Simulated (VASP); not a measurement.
# Ag (C2/m) in VASP: notebook

Ag is run at these levels: PBE; tasks: single point, relaxation of cell and atoms.

All numbers are computed with VASP 6.6.1; they aren't measurements. Logs are shortened: lines on timing, memory, paths and dates and some standing lists are left out, and cuts for length are marked.

## Step 1: The cell of the first run

Symmetry: C2/m, No. 12, monoclinic system. Conventional cell: a = 5.020 Å, b = 3.022 Å, c = 9.527 Å, α = 90.00°, β = 95.47°, γ = 90.00°. Ag (site symmetry m) has 12 Ag at 2.87 to 3.06 Å within 3.8 Å. Within 3.8 Å of Ag (site symmetry m) lie 12 Ag at 2.87 to 3.06 Å.

## Step 2: Single point, PBE

Contents of INCAR:

```
ALGO     = Normal         # electronic algorithm
EDIFF    = 1E-6           # SCF threshold, eV
ENCUT    = 520            # plane-wave cutoff, eV
GGA      = PE             # functional
ISIF     = 2              # what is computed and relaxed
ISMEAR   = 0              # smearing method
LASPH    = T              # aspherical terms in the spheres
LCHARG   = F              # write CHGCAR
LREAL    = F              # projectors in reciprocal space
LWAVE    = F              # write WAVECAR
NBANDS   = 30             # bands
NELM     = 100            # most SCF steps
PREC     = Accurate       # precision mode
SIGMA    = 0.1            # smearing width, eV
```

Contents of KPOINTS:

```
k-points
0
Gamma
  6 6 2
```

Contents of POSCAR:

```
Ag
1.0
    2.5085953468     -1.5111415187      0.0774375321
    2.5085953468      1.5111415187      0.0774375321
   -1.2006802769      0.0000000000      9.4505880607
Ag
4
Direct
    0.2128003287      0.2128003287      0.1247682467
    0.7871996713      0.7871996713      0.8752317533
    0.3586697408      0.3586697408      0.6249491125
    0.6413302592      0.6413302592      0.3750508875
```

Potentials or basis: VASP PAW PBE potentials, release 64 (Ag).

Launch:

```bash
cat potpaw_PBE.64/Ag/POTCAR > POTCAR
mpirun -np 1 vasp_std > vasp.out
```

OUTCAR:

```text
EDIFF = 1E-6
   ENCUT = 520
   GGA = PE
   ISIF = 2
   ISMEAR = 0
   LASPH = T
   LREAL = F
   NELM = 100
   PREC = Accurate

 ion  position               nearest neighbor table
   1  0.213  0.213  0.125-   2 2.87   2 2.87   4 2.87   4 2.87   2 3.04   4 3.06
   2  0.787  0.787  0.875-   1 2.87   1 2.87   3 2.87   3 2.87   1 3.04   3 3.06
   3  0.359  0.359  0.625-   2 2.87   2 2.87   4 2.89   4 2.94   4 2.94   2 3.06
   4  0.641  0.641  0.375-   1 2.87   1 2.87   3 2.89   3 2.94   3 2.94   1 3.06

  LATTYP: Found a base centered monoclinic cell.
 ALAT       =     5.0195805344
 B/A-ratio  =     0.6020987245
 C/A-ratio  =     1.8978786796
 COS(beta)  =    -0.0953669456

  Lattice vectors:

 A1 = (   2.5085953468,  -1.5111415187,   0.0774375321)
 A2 = (   2.5085953468,   1.5111415187,   0.0774375321)
 A3 = (  -1.2006802769,   0.0000000000,   9.4505880607)

Analysis of symmetry for initial positions (statically):
=====================================================================
 Subroutine PRICEL returns:
 Original cell was already a primitive cell.

 Routine SETGRP: Setting up the symmetry group for a
 base centered monoclinic supercell.

 Subroutine GETGRP returns: Found  4 space group operations
 (whereof  4 operations were pure point group operations)
 out of a pool of  4 trial point group operations.

The static configuration has the point symmetry C_2h.

Analysis of symmetry for dynamics (positions and initial velocities):
=====================================================================
 Subroutine PRICEL returns:
 Original cell was already a primitive cell.

 Routine SETGRP: Setting up the symmetry group for a
 base centered monoclinic supercell.

 Subroutine GETGRP returns: Found  4 space group operations
 (whereof  4 operations were pure point group operations)
 out of a pool of  4 trial point group operations.

The dynamic configuration has the point symmetry C_2h.

 Subroutine INISYM returns: Found  4 space group operations
 (whereof  4 operations are pure point group operations),
 and found     1 'primitive' translations

----------------------------------------------------------------------------------------

                                     Primitive cell

  volume of cell :      71.9324

  direct lattice vectors                    reciprocal lattice vectors
     2.508595347 -1.511141519  0.077437532     0.198536102 -0.330875695  0.025223656
[... 84 lines left out ...]
   ISPIN  =      1    spin polarized calculation?
   LNONCOLLINEAR =      F non collinear calculations
   LSORBIT =      F    spin-orbit coupling
   LASPH  =      T    aspherical Exc in radial PAW
   ENCUT  =  520.0 eV  38.22 Ry    6.18 a.u.   5.45  5.45 17.71*2*pi/ulx,y,z
   NELM   =    100;   NELMIN=  2; NELMDL= -5     # of ELM steps
   EDIFF  = 0.1E-05   stopping-criterion for ELM
   LREAL  =      F    real-space projection
   EDIFFG = 0.1E-04   stopping-criterion for IOM
   NSW    =      0    number of steps for IOM
   IBRION =     -1    ionic relax: 0-MD 1-quasi-New 2-CG
   NFREE  =      0    steps in history (QN), initial steepest desc. (CG)
   ISIF   =      2    stress and relaxation
   ISYM   =      2    0-nonsym 1-usesym 2-fastsym
   POTIM  = 0.5000    time-step for ionic-motion
   TEBEG  =    0.0;   TEEND  =   0.0 temperature during run
   PSTRESS=    0.0 pullay stress
   NELECT =      44.0000    total number of electrons
   NUPDOWN=      -1.0000    fix difference up-down
   EMIN   =  10.00;   EMAX   =-10.00  energy-range for DOS
   EFERMI =   0.00;   METHOD = LEGACY
   ISMEAR =     0;   SIGMA  =   0.10  broadening in eV -4-tet -1-fermi 0-gaus
   EFERMI_NEDOS =   21; number of points for ismear=-14 and -15
   IALGO  =     38    algorithm
   IMIX   =      4    mixing-type and parameters
     AMIX     =   0.40;   BMIX     =  1.00
     AMIX_MAG =   1.60;   BMIX_MAG =  1.00
  volume/ion in A,a.u.               =      17.98       121.36
  Fermi-wavevector in a.u.,A,eV,Ry     =   1.389689  2.626131 26.276048  1.931235
  Thomas-Fermi vector in A             =   2.513696
   LORBIT       =      0    0 simple, 1 ext, 2 COOP (PROOUT), +10 PAW based schemes
   GGA     = PE    functional components
   LHFCALC =     F    Hartree Fock is set to
   AEXX    =    0.0000 exact exchange contribution
   IVDW    =     0    specifies the selected vdW correction
   LEPSILON=     F    determine dielectric tensor
   LRPA    =     F    only Hartree local field effects (RPA)
 non-spin polarized calculation
 Gauss-broadening in eV      SIGMA  =   0.10
  energy-cutoff  :      520.00
  volume of cell :       71.93
 maximum number of plane-waves:      1973
 NGX is ok and might be reduce to    24
   NGX = 11   NGY = 11   NGZ = 35

 number of electron      44.0000007 magnetization

 Free energy of the ion-electron system (eV)
  ---------------------------------------------------
  ext. energy  EPLUGINS =         0.00000000
  ---------------------------------------------------
  free energy    TOTEN  =       -10.74565097 eV

  energy without entropy =      -10.73974523  energy(sigma->0) =      -10.74269810

 E-fermi :   7.7378     XC(G=0): -11.8920

 val. band max:        7.7042904160   @ k =   0.5000   0.1667   0.5000
 cond. band min:       7.8371563848   @ k =   0.5000   0.3333   0.5000
 fundamental gap:      0.1328659688
 Fermi energy:         7.7377775818

 k-point     1 :       0.0000    0.0000    0.0000
  band No.  band energies     occupation
      1       0.3285      2.00000
      2       1.6557      2.00000
      3       1.6964      2.00000
      4       1.6983      2.00000
      5       2.9298      2.00000
      6       2.9940      2.00000
[... 781 lines left out ...]
     29      15.2229      0.00000
     30      16.6720      0.00000

 [... further k-points ...]
[... 5 lines left out ...]
  --------------------------------------------------------------------------------------
  -------------------------------------------------------------------------------------
  Total       -0.0144864     -0.0318595     -0.0963658      0.0000000      0.0000000     -0.0206907
  in kB       -0.3226616     -0.7096190     -2.1463923      0.0000000      0.0000000     -0.4608507
  external PRESSURE =      -1.0595576 kB  Pullay stress =       0.0000000 kB

 VOLUME and BASIS-vectors are now :
 -----------------------------------------------------------------------------
  energy-cutoff  :      520.00
  volume of cell :       71.93
      direct lattice vectors                 reciprocal lattice vectors
     2.508595347 -1.511141519  0.077437532     0.198536102 -0.330875695  0.025223656
     2.508595347  1.511141519  0.077437532     0.198536102  0.330875695  0.025223656
    -1.200680277  0.000000000  9.450588061    -0.003253585  0.000000000  0.105400159

 POSITION                                       TOTAL-FORCE (eV/Angst)
 -----------------------------------------------------------------------------------
      0.91785      0.00000      1.21209         0.001657      0.000000     -0.000488
      2.89866      0.00000      8.39337        -0.001657      0.000000      0.000488
      1.04915      0.00000      5.96169         0.000096      0.000000     -0.002302
      2.76736      0.00000      3.64378        -0.000096      0.000000      0.002302
 -----------------------------------------------------------------------------------
    total drift:                                0.000000     -0.000000     -0.000000

  FREE ENERGIE OF THE ION-ELECTRON SYSTEM (eV)
  ---------------------------------------------------
  free  energy   TOTEN  =       -10.7456509666 eV

  energy  without entropy=      -10.7397452310  energy(sigma->0) =      -10.74269810
```

OSZICAR:

```text
N       E                     dE             d eps       ncg     rms          rms(c)
DAV:   1     0.289140540373E+03    0.28914E+03   -0.22857E+04  1560   0.145E+03
DAV:   2    -0.542371720724E+01   -0.29456E+03   -0.27974E+03  1590   0.330E+02
DAV:   3    -0.116616877198E+02   -0.62380E+01   -0.62020E+01  1770   0.544E+01
DAV:   4    -0.116874690586E+02   -0.25781E-01   -0.25777E-01  1686   0.336E+00
DAV:   5    -0.116876923521E+02   -0.22329E-03   -0.22329E-03  1812   0.340E-01    0.916E+00
DAV:   6    -0.107787223460E+02    0.90897E+00   -0.28508E+00  1650   0.137E+01    0.616E+00
DAV:   7    -0.107552760700E+02    0.23446E-01   -0.31983E-02  1722   0.115E+00    0.353E+00
DAV:   8    -0.107456037872E+02    0.96723E-02   -0.25240E-03  1692   0.438E-01    0.125E-01
DAV:   9    -0.107456126113E+02   -0.88241E-05   -0.21306E-04  1764   0.220E-01    0.384E-02
DAV:  10    -0.107456405953E+02   -0.27984E-04   -0.27805E-05  1734   0.375E-02    0.256E-02
DAV:  11    -0.107456515025E+02   -0.10907E-04   -0.70810E-06  1666   0.215E-02    0.464E-03
DAV:  12    -0.107456509666E+02    0.53589E-06   -0.33726E-07   954   0.736E-03
   1 F= -.10745651E+02 E0= -.10742698E+02  d E =-.590574E-02
```

stdout:

```text
POSCAR found type information on POSCAR Ag
 POSCAR found :  1 types and       4 ions
 scaLAPACK will be used
 LDA part: xc-table for (Slater+PW92), standard interpolation
 POSCAR, INCAR and KPOINTS ok, starting setup
 FFT: planning ... GRIDC
 FFT: planning ... GRID_SOFT
 FFT: planning ... GRID
 WAVECAR not read
 entering main loop
```

Wall time 34 s (1 thread of Intel Xeon Platinum 8259CL at 2.50GHz (Skylake/Cascade Lake), shared host); peak memory 0.2 GiB.

What came out:

- Free energy: -10.7457 eV
- Pressure: -0.1 GPa
- Band gap on the k mesh: zero (band 22 reaches 10.87 eV, above the bottom of band 23 at 4.84 eV)

Forces on the atoms (eV/Å):
```
Ag   0.002  0.000  0.000
Ag  -0.002  0.000  0.000
Ag   0.000  0.000 -0.002
Ag   0.000  0.000  0.002
```

Levels at points of the mesh, in eV from the Fermi level:
| k point | band 19 | band 20 | band 21 | band 22 | band 23 | band 24 | band 25 | band 26 |
| --- | --- | --- | --- | --- | --- | --- | --- | --- |
| (0.00, 0.00, 0.00) | -3.49 | -3.47 | -3.39 | -3.15 | -2.90 | -0.14 | 3.55 | 11.11 |
| (0.50, 0.00, 0.00) | -2.87 | -2.76 | 0.11 | 0.19 | 0.95 | 1.04 | 3.76 | 4.42 |
| (0.50, 0.50, 0.00) | -2.86 | -2.80 | -0.14 | 1.14 | 1.46 | 2.18 | 3.63 | 4.36 |
| (0.00, 0.00, 0.50) | -3.25 | -3.21 | -3.20 | -3.00 | -2.25 | -2.25 | 6.46 | 6.47 |
| (0.50, 0.00, 0.50) | -2.93 | -2.82 | -0.08 | 0.58 | 0.70 | 1.13 | 4.39 | 5.01 |
| (0.50, 0.50, 0.50) | -2.89 | -2.85 | 0.10 | 0.53 | 1.71 | 2.32 | 3.29 | 5.47 |

Caveat: the k points lie up to 0.40 Å⁻¹ apart.

## Step 3: Relaxation of cell and atoms, PBE

This run uses another cell than the first one, of 20.18 Å³/atom, 1.122 times its volume.

Contents of INCAR:

```
SYSTEM = Ag
ALGO = Normal ; EDIFF = 1E-6
EDIFFG = -0.04 ; ENCUT = 600
GGA = PE ; IBRION = 2
ISIF = 3 ; ISMEAR = 0
LASPH = .True. ; LCHARG = .False.
LREAL = .False. ; LWAVE = .False.
NELM = 100 ; NSW = 90
PREC = Accurate ; SIGMA = 0.1
```

Contents of KPOINTS:

```
k-points
0
Gamma
  6 6 2
  0 0 0
```

Contents of POSCAR:

```
Ag
1.0
    2.9675470756     -1.7697371651      0.0000000000
    2.9675470756      1.7697371651      0.0000000000
   -1.6575207213      0.0000000000      7.6832707378
Ag
4
Direct
    0.0504000000      0.0504000000      0.0996000000
    0.9496000000      0.9496000000      0.9004000000
    0.5050000000      0.5050000000      0.6000000000
    0.4950000000      0.4950000000      0.4000000000
```

Potentials or basis: VASP PAW PBE potentials, release 64 (Ag).

Launch:

```bash
cat potpaw_PBE.64/Ag/POTCAR > POTCAR
mpirun -np 1 vasp_std > vasp.out
```

Run time: 33 min. Hardware: 1 thread of Intel Xeon Platinum 8259CL at 2.50GHz (Skylake/Cascade Lake), shared host; peak memory 0.27 GiB.

It converged, with:

```
Free energy                            : -10.7397 eV
Relaxed volume                         : 17.89 Å³/atom
Relaxed cell                           : a = 2.953 Å, b = 2.953 Å, c = 9.529 Å, α = 96.08°, β = 96.08°, γ = 60.21°
Space group after relaxing (to 0.05 Å) : Immm (No. 71)
Energy gained by relaxing              : 8635.0 meV/atom
Ionic steps                            : 66
Pressure after relaxing                : 0.2 GPa
Largest force after relaxing           : 0.030 eV/Å
Band gap on the k mesh                 : zero (band 22 reaches 10.81 eV, above the bottom of band 23 at 4.93 eV)
```

Forces in eV/Å, atoms in the order of the input:
```
Ag  -0.022  0.000 -0.021
Ag   0.022  0.000  0.021
Ag  -0.009  0.000  0.025
Ag   0.009  0.000 -0.025
```

Stress tensor (GPa, compression positive):
```
 0.19  0.00 -0.20
 0.00  0.20  0.00
-0.20  0.00  0.23
```

Step by step:
| step | energy change (eV) | largest force (eV/Å) | pressure (GPa) | volume (Å³) |
| --- | --- | --- | --- | --- |
| 1 | 0.0000 | 45.7001 | 85.82 | 80.70 |
| 3 | -31.5796 | 0.6093 | -3.10 | 134.32 |
| 5 | -31.9485 | 0.8078 | -1.91 | 121.63 |
| 7 | -32.3325 | 1.4393 | 0.95 | 105.39 |
| 9 | -31.7163 | 0.8602 | 28.99 | 71.22 |
| 11 | -33.0496 | 1.0240 | 7.49 | 82.35 |
| 13 | -33.3105 | 0.4215 | -0.65 | 88.76 |
| 15 | -33.4164 | 0.2598 | -2.26 | 88.45 |
| 17 | -34.2581 | 0.2207 | 4.27 | 70.02 |
| 19 | -34.2991 | 0.5045 | 3.76 | 70.06 |
| 21 | -34.3485 | 0.2727 | -0.89 | 73.56 |
| 23 | -34.3555 | 0.2605 | -0.53 | 73.23 |
| 25 | -34.3701 | 0.3641 | 0.90 | 71.90 |
| 27 | -34.3849 | 0.2614 | 0.03 | 72.52 |
| 29 | -34.4031 | 0.3242 | -1.96 | 74.00 |
| 31 | -34.4171 | 0.2116 | -1.01 | 73.11 |
| 33 | -34.4309 | 0.3016 | 0.87 | 71.45 |
| 35 | -34.4593 | 0.1377 | 0.26 | 71.72 |
| 37 | -34.4646 | 0.0892 | -0.17 | 72.00 |
| 39 | -34.4696 | 0.0569 | -0.31 | 72.07 |
| 41 | -34.4703 | 0.0581 | 1.16 | 70.95 |
| 43 | -34.4738 | 0.0553 | 0.60 | 71.35 |
| 45 | -34.4952 | 0.1341 | 1.78 | 70.46 |
| 47 | -34.5016 | 0.1499 | 1.53 | 70.65 |
| 49 | -34.5026 | 0.1670 | 1.39 | 70.76 |
| 51 | -34.5121 | 0.1440 | 0.46 | 71.43 |
| 53 | -34.5198 | 0.1066 | -0.64 | 72.34 |
| 55 | -34.5225 | 0.0634 | 0.68 | 71.32 |
| 57 | -34.5281 | 0.0661 | 0.06 | 71.75 |
| 59 | -34.5320 | 0.1084 | 0.07 | 71.64 |
| 61 | -34.5346 | 0.0715 | -0.05 | 71.72 |
| 63 | -34.5391 | 0.0519 | -0.21 | 71.89 |
| 65 | -34.5395 | 0.0252 | 0.48 | 71.36 |
| 66 | -34.5398 | 0.0299 | 0.21 | 71.57 |

Final structure:
```yaml
crystal:
  lattice:
    - [2.55386, -1.48113, 0.06316]
    - [2.55386, 1.48113, 0.06316]
    - [-1.40029, 0.00000, 9.42553]
  atoms:
    - { symbol: Ag, position: [0.12764, 0.12764, 0.37557] }
    - { symbol: Ag, position: [0.87236, 0.87236, 0.62443] }
    - { symbol: Ag, position: [0.62442, 0.62442, 0.87451] }
    - { symbol: Ag, position: [0.37558, 0.37558, 0.12549] }
```

Levels at points of the mesh, in eV from the Fermi level:
```csv
k point,band 20,band 21,band 22,band 23,band 24,band 25
"(0.00, 0.00, 0.00)",-3.53,-3.52,-2.99,-2.80,-0.07,3.68
"(0.50, 0.00, 0.00)",-2.83,0.30,0.30,1.52,1.54,3.71
"(0.50, 0.50, 0.00)",-2.72,-0.04,0.85,0.89,1.30,3.73
"(0.00, 0.00, 0.50)",-3.18,-3.06,-3.05,-2.19,-2.19,6.57
"(0.50, 0.00, 0.50)",-2.61,-0.36,0.99,1.01,1.92,3.12
"(0.50, 0.50, 0.50)",-2.80,0.40,0.43,1.13,1.17,4.51
```

Caveat: the k points lie up to 0.41 Å⁻¹ apart in the final cell.

## Step 4: Single point, PBE

This run uses another cell than the first one, of 20.18 Å³/atom, 1.122 times its volume.

Contents of INCAR:

```
PREC = Accurate
ENCUT = 520
EDIFF = 1E-7
ISMEAR = 0
SIGMA = 0.1
LREAL = False
LASPH = True
NELM = 100
ALGO = Normal
ISIF = 2
LWAVE = False
LCHARG = False
GGA = PE
NBANDS = 30
```

Contents of KPOINTS:

```
regular mesh
0
Gamma
  6 6 4
```

POSCAR is that of step 3.

Launch:

```bash
cat potpaw_PBE.64/Ag/POTCAR > POTCAR
mpirun -np 1 vasp_std > vasp.out
```

Wall time 96 s (1 thread of Intel Xeon Platinum 8259CL at 2.50GHz (Skylake/Cascade Lake), shared host); peak memory 0.24 GiB.

It converged, with:

```yaml
Free_energy: 23.8424 eV
Pressure: 85.7 GPa
Largest_force: 45.721 eV/Å
Band_gap_on_the_k_mesh: zero (band 22 reaches 7.48 eV, above the bottom of band 23 at 5.63 eV)
```

Forces on the atoms (eV/Å):
```
Ag    8.086   0.000  45.000
Ag   -8.086   0.000 -45.000
Ag   -7.952   0.000  44.634
Ag    7.952   0.000 -44.634
```

Stress tensor (GPa, compression positive):
```
 -0.09   0.00  -0.77
  0.00  -8.44   0.00
 -0.77   0.00 265.61
```

Levels at points of the mesh, in eV from the Fermi level:
```
           k point  band 19  band 20  band 21  band 22  band 23  band 24  band 25  band 26
(0.00, 0.00, 0.00)    -2.45    -2.20    -2.03    -1.67    -1.42     4.64     7.88     9.77
(0.50, 0.00, 0.00)    -2.07    -2.03    -1.79    -1.61     0.97     1.01     3.01     3.29
(0.50, 0.50, 0.00)    -2.37    -1.58    -1.31    -0.47    -0.26     1.25     3.35     4.72
(0.00, 0.00, 0.50)    -1.92    -1.91    -1.91    -1.91     0.94     0.98    10.69    10.72
(0.50, 0.00, 0.50)    -2.60    -1.55    -1.42    -0.90    -0.17     0.74     3.83     4.92
(0.50, 0.50, 0.50)    -2.11    -2.09    -1.47    -1.07     0.85     0.93     3.29     4.12
```

Caveat: forces of over 1 eV/Å act on the atoms, so gaps and moduli don't describe the material at rest.

[end of part 1 of 2]
